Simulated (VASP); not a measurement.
# GaP (R-3m) in VASP: notebook

Runs on GaP. Level: LDA. Tasks: single point.

Program: VASP 6.6.1. These are calculated values, not measurements. Logs are shortened: lines on timing, memory, paths and dates and some standing lists are left out, and cuts for length are marked.

## 1. The cell of the first run

It takes space group R-3m (No. 166, trigonal). The conventional cell has a = 3.664 Å, b = 3.664 Å, c = 21.894 Å, α = 90.00°, β = 90.00°, γ = 120.00°. Ga (site symmetry 3m) has 3 P at 2.33 Å and 1 Ga at 2.80 Å within 3.1 Å. P (site symmetry 3m) has 3 Ga at 2.33 Å and 1 P at 2.54 Å within 3.1 Å.

## 2. Single point, LDA (21.21 Å³/atom)

INCAR

```
SYSTEM = GaP
PREC = Accurate
ENCUT = 520
EDIFF = 1E-6
ISMEAR = 0
SIGMA = 0.05
LREAL = .FALSE.
LASPH = .TRUE.
NELM = 80
ALGO = Normal
ISIF = 2
LWAVE = .FALSE.
LCHARG = .FALSE.
GGA = CA
NBANDS = 26
```

KPOINTS

```
regular mesh
0
G
  9 9 9
  0 0 0
```

POSCAR

```
GaP
1.0
    1.8319881705      1.0576988634      7.2980302087
   -1.8319881705      1.0576988634      7.2980302087
    0.0000000000     -2.1153977268      7.2980302087
Ga P
2 2
Direct
    0.4359784395      0.4359784395      0.4359784395
    0.5640215605      0.5640215605      0.5640215605
    0.0580350955      0.0580350955      0.0580350955
    0.9419649045      0.9419649045      0.9419649045
```

Potentials or basis: VASP PAW LDA potentials, release 64 (Ga_d, P).

Launch:

```
cat potpaw_LDA.64/Ga_d/POTCAR potpaw_LDA.64/P/POTCAR > POTCAR
mpirun -np 1 vasp_std > vasp.out
```

OUTCAR:

```text
SYSTEM = GaP
   PREC = Accurate
   ENCUT = 520
   EDIFF = 1E-6
   ISMEAR = 0
   LREAL = .FALSE.
   LASPH = .TRUE.
   NELM = 80
   ISIF = 2
   GGA = CA

 ion  position               nearest neighbor table
   1  0.436  0.436  0.436-   3 2.33   3 2.33   3 2.33   2 2.80
   2  0.564  0.564  0.564-   4 2.33   4 2.33   4 2.33   1 2.80
   3  0.058  0.058  0.058-   1 2.33   1 2.33   1 2.33   4 2.54
   4  0.942  0.942  0.942-   2 2.33   2 2.33   2 2.33   3 2.54

  LATTYP: Found a trigonal (rhomboedric) cell.
 ALAT       =     7.5984309216
 COS(alpha) =     0.8837407581

  Lattice vectors:

 A1 = (   1.8319881705,   1.0576988634,   7.2980302087)
 A2 = (  -1.8319881705,   1.0576988634,   7.2980302087)
 A3 = (   0.0000000000,  -2.1153977268,   7.2980302087)

Analysis of symmetry for initial positions (statically):
=====================================================================
 Subroutine PRICEL returns:
 Original cell was already a primitive cell.

 Routine SETGRP: Setting up the symmetry group for a
 trigonal (rhombohedral) supercell.

 Subroutine GETGRP returns: Found 12 space group operations
 (whereof 12 operations were pure point group operations)
 out of a pool of 12 trial point group operations.

The static configuration has the point symmetry D_3d.

Analysis of symmetry for dynamics (positions and initial velocities):
=====================================================================
 Subroutine PRICEL returns:
 Original cell was already a primitive cell.

 Routine SETGRP: Setting up the symmetry group for a
 trigonal (rhombohedral) supercell.

 Subroutine GETGRP returns: Found 12 space group operations
 (whereof 12 operations were pure point group operations)
 out of a pool of 12 trial point group operations.

The dynamic configuration has the point symmetry D_3d.

 Subroutine INISYM returns: Found 12 space group operations
 (whereof 12 operations are pure point group operations),
 and found     1 'primitive' translations

----------------------------------------------------------------------------------------

                                     Primitive cell

  volume of cell :      84.8480

  direct lattice vectors                    reciprocal lattice vectors
     1.831988171  1.057698863  7.298030209     0.272927527  0.157574781  0.045674425
    -1.831988171  1.057698863  7.298030209    -0.272927527  0.157574781  0.045674425
     0.000000000 -2.115397727  7.298030209     0.000000000 -0.315149562  0.045674425

  length of vectors
     7.598430922  7.598430922  7.598430922     0.318442145  0.318442145  0.318442145

  position of ions in fractional coordinates (direct lattice)
     0.435978439  0.435978439  0.435978439
     0.564021561  0.564021561  0.564021561
     0.058035096  0.058035096  0.058035096
     0.941964904  0.941964904  0.941964904

  ion indices of the primitive-cell ions
   primitive index   ion index
                 1           1
                 2           2
                 3           3
                 4           4

----------------------------------------------------------------------------------------

 KPOINTS: regular mesh

Automatic generation of k-mesh.
 Grid dimensions read from file:
 generate k-points for:    9    9    9

 Generating k-lattice:

  Cartesian coordinates                     Fractional coordinates (reciprocal lattice)
     0.030325281  0.017508309  0.005074936     0.111111111  0.000000000  0.000000000
    -0.030325281  0.017508309  0.005074936     0.000000000  0.111111111  0.000000000
     0.000000000 -0.035016618  0.005074936     0.000000000  0.000000000  0.111111111

  Length of vectors
     0.035382461  0.035382461  0.035382461

  Shift w.r.t. Gamma in fractional coordinates (k-lattice)
     0.000000000  0.000000000  0.000000000

 Subroutine IBZKPT returns following result:
 ===========================================

 Found     85 irreducible k-points:

 Following reciprocal coordinates:
            Coordinates               Weight
  0.000000  0.000000  0.000000      1.000000
  0.111111  0.000000  0.000000      6.000000
  0.222222 -0.000000  0.000000      6.000000
  0.333333  0.000000  0.000000      6.000000
  0.444444 -0.000000  0.000000      6.000000
  0.111111  0.111111  0.000000      6.000000
[... 16 lines left out ...]
 -0.333333  0.333333  0.000000      6.000000
  0.444444  0.444444  0.000000      6.000000
 [... further k-points ...]
   k-points           NKPTS =     85   k-points in BZ     NKDIM =     85   number of bands    NBANDS=     26
   number of dos      NEDOS =    301   number of ions     NIONS =      4
   total plane-waves  NPLWV = 216000
   dimension x,y,z NGX =    60 NGY =   60 NGZ =   60
   dimension x,y,z NGXF=   120 NGYF=  120 NGZF=  120
   ions per type =               2   2
   NGX,Y,Z   is equivalent  to a cutoff of  13.13, 13.13, 13.13 a.u.
   NGXF,Y,Z  is equivalent  to a cutoff of  26.25, 26.25, 26.25 a.u.
 SYSTEM =  GaP
   PREC   = accura    normal or accurate (medium, high low for compatibility)
   ISTART =      0    job   : 0-new  1-cont  2-samecut
   ICHARG =      2    charge: 1-file 2-atom 10-const
   ISPIN  =      1    spin polarized calculation?
   LNONCOLLINEAR =      F non collinear calculations
   LSORBIT =      F    spin-orbit coupling
   LASPH  =      T    aspherical Exc in radial PAW
   ENCUT  =  520.0 eV  38.22 Ry    6.18 a.u.  14.13 14.13 14.13*2*pi/ulx,y,z
   NELM   =     80;   NELMIN=  2; NELMDL= -5     # of ELM steps
   EDIFF  = 0.1E-05   stopping-criterion for ELM
   LREAL  =      F    real-space projection
   EDIFFG = 0.1E-04   stopping-criterion for IOM
   NSW    =      0    number of steps for IOM
   IBRION =     -1    ionic relax: 0-MD 1-quasi-New 2-CG
   NFREE  =      0    steps in history (QN), initial steepest desc. (CG)
   ISIF   =      2    stress and relaxation
   ISYM   =      2    0-nonsym 1-usesym 2-fastsym
   POTIM  = 0.5000    time-step for ionic-motion
   TEBEG  =    0.0;   TEEND  =   0.0 temperature during run
   PSTRESS=    0.0 pullay stress
   NELECT =      36.0000    total number of electrons
   NUPDOWN=      -1.0000    fix difference up-down
   EMIN   =  10.00;   EMAX   =-10.00  energy-range for DOS
   EFERMI =   0.00;   METHOD = LEGACY
   ISMEAR =     0;   SIGMA  =   0.05  broadening in eV -4-tet -1-fermi 0-gaus
   EFERMI_NEDOS =   21; number of points for ismear=-14 and -15
   IALGO  =     38    algorithm
   IMIX   =      4    mixing-type and parameters
     AMIX     =   0.40;   BMIX     =  1.00
     AMIX_MAG =   1.60;   BMIX_MAG =  1.00
  volume/ion in A,a.u.               =      21.21       143.15
  Fermi-wavevector in a.u.,A,eV,Ry     =   1.230161  2.324666 20.589628  1.513295
  Thomas-Fermi vector in A             =   2.365020
   LORBIT       =      0    0 simple, 1 ext, 2 COOP (PROOUT), +10 PAW based schemes
   GGA     = CA    functional components
   LHFCALC =     F    Hartree Fock is set to
   AEXX    =    0.0000 exact exchange contribution
   IVDW    =     0    specifies the selected vdW correction
   LEPSILON=     F    determine dielectric tensor
   LRPA    =     F    only Hartree local field effects (RPA)
 non-spin polarized calculation
 Gauss-broadening in eV      SIGMA  =   0.05
  energy-cutoff  :      520.00
  volume of cell :       84.85
 maximum number of plane-waves:      2302
 NGX is ok and might be reduce to    60
   NGX = 29   NGY = 29   NGZ = 29

 number of electron      35.9999999 magnetization

 Free energy of the ion-electron system (eV)
  ---------------------------------------------------
  ext. energy  EPLUGINS =         0.00000000
  ---------------------------------------------------
  free energy    TOTEN  =       -19.42408495 eV

  energy without entropy =      -19.42276383  energy(sigma->0) =      -19.42342439

 E-fermi :   4.3169     XC(G=0):  -9.9719

 val. band max:        4.3122379504   @ k =   0.2222   0.2222   0.1111
 cond. band min:       4.3222762365   @ k =   0.1111   0.1111   0.0000
 fundamental gap:      0.0100382861
 Fermi energy:         4.3168839098

 k-point     1 :       0.0000    0.0000    0.0000
  band No.  band energies     occupation
      1     -10.5198      2.00000
      2     -10.4873      2.00000
      3     -10.4873      2.00000
      4     -10.4835      2.00000
      5     -10.4835      2.00000
      6     -10.3980      2.00000
[... 18 lines left out ...]
     25       9.3873      0.00000
     26      12.5906      0.00000

 k-point     2 :       0.1111    0.0000    0.0000
  band No.  band energies     occupation
      1     -10.5294      2.00000
      2     -10.4993      2.00000
      3     -10.4855      2.00000
      4     -10.4825      2.00000
      5     -10.4766      2.00000
      6     -10.4023      2.00000
[... 18 lines left out ...]
     25       9.8682      0.00000
     26      12.4422      0.00000

 k-point     3 :       0.2222   -0.0000    0.0000
  band No.  band energies     occupation
      1     -10.5579      2.00000
      2     -10.5314      2.00000
      3     -10.4751      2.00000
      4     -10.4720      2.00000
      5     -10.4595      2.00000
      6     -10.4122      2.00000
[... 18 lines left out ...]
     25      10.9021      0.00000
     26      11.0053      0.00000

 k-point     4 :       0.3333    0.0000    0.0000
  band No.  band energies     occupation
      1     -10.5893      2.00000
      2     -10.5619      2.00000
      3     -10.4634      2.00000
      4     -10.4620      2.00000
      5     -10.4413      2.00000
      6     -10.4228      2.00000
[... 18 lines left out ...]
     25      10.8577      0.00000
     26      11.3063      0.00000
[... 496 lines left out ...]
      1     -10.5979      2.00000
      2     -10.5758      2.00000
      3     -10.4637      2.00000
      4     -10.4564      2.00000
      5     -10.4459      2.00000
      6     -10.4087      2.00000
[... 18 lines left out ...]
     25      11.6775      0.00000
     26      12.2916      0.00000

 k-point    23 :      -0.3333    0.3333    0.0000
  band No.  band energies     occupation
      1     -10.6004      2.00000
      2     -10.5735      2.00000
      3     -10.4571      2.00000
      4     -10.4568      2.00000
      5     -10.4544      2.00000
      6     -10.3963      2.00000
[... 18 lines left out ...]
     25      11.5540      0.00000
     26      12.7980      0.00000

 k-point    24 :       0.4444    0.4444    0.0000
  band No.  band energies     occupation
      1     -10.6020      2.00000
      2     -10.5834      2.00000
      3     -10.4614      2.00000
      4     -10.4564      2.00000
      5     -10.4296      2.00000
      6     -10.4287      2.00000
[... 18 lines left out ...]
     25      11.8797      0.00000
     26      13.0285      0.00000

 [... further k-points ...]

------------------------ aborting loop because EDIFF is reached ----------------------------------------

  FORCE on cell =-STRESS in cart. coord.  units (eV):
  Direction    XX          YY          ZZ          XY          YZ          ZX
  --------------------------------------------------------------------------------------
  -------------------------------------------------------------------------------------
  Total        2.4261576      2.4261576     -9.4452035      0.0000000     -0.0000000      0.0000000
  in kB       45.8129199     45.8129199   -178.3529486      0.0000000     -0.0000000      0.0000000
  external PRESSURE =     -28.9090362 kB  Pullay stress =       0.0000000 kB

 VOLUME and BASIS-vectors are now :
 -----------------------------------------------------------------------------
  energy-cutoff  :      520.00
  volume of cell :       84.85
      direct lattice vectors                 reciprocal lattice vectors
     1.831988171  1.057698863  7.298030209     0.272927527  0.157574781  0.045674425
    -1.831988171  1.057698863  7.298030209    -0.272927527  0.157574781  0.045674425
     0.000000000 -2.115397727  7.298030209     0.000000000 -0.315149562  0.045674425

 POSITION                                       TOTAL-FORCE (eV/Angst)
 -----------------------------------------------------------------------------------
      0.00000      0.00000      9.54535         0.000000      0.000000      0.214103
      0.00000      0.00000     12.34874         0.000000      0.000000     -0.214103
      0.00000      0.00000      1.27063         0.000000     -0.000000     -0.637804
      0.00000      0.00000     20.62346         0.000000      0.000000      0.637804
 -----------------------------------------------------------------------------------
    total drift:                                0.000000      0.000000      0.000000

  FREE ENERGIE OF THE ION-ELECTRON SYSTEM (eV)
  ---------------------------------------------------
  free  energy   TOTEN  =       -19.4240849523 eV

  energy  without entropy=      -19.4227638300  energy(sigma->0) =      -19.42342439
```

Run time: 16 min. Hardware: 1 thread of Intel Xeon 8259CL, shared host; peak memory 0.43 GiB.

What came out:

* Free energy: -19.4241 eV
* Pressure: -2.9 GPa
* Largest force: 0.638 eV/Å
* Band gap on the k mesh: zero (bands 18 and 19 overlap by 0.45 eV)

Forces on the atoms (eV/Å):
```
Ga   0.000  0.000  0.214
Ga   0.000  0.000 -0.214
P    0.000  0.000 -0.638
P    0.000  0.000  0.638
```

Levels at points of the mesh, in eV from the Fermi level:
```csv
k point,band 16,band 17,band 18,band 19,band 20,band 21
"(0.00, 0.00, 0.00)",-0.68,-0.68,0.24,0.24,2.66,3.43
```

Caveat: semilocal functionals underestimate gaps, so a narrow gap can read as zero.

[end of part 1 of 2]
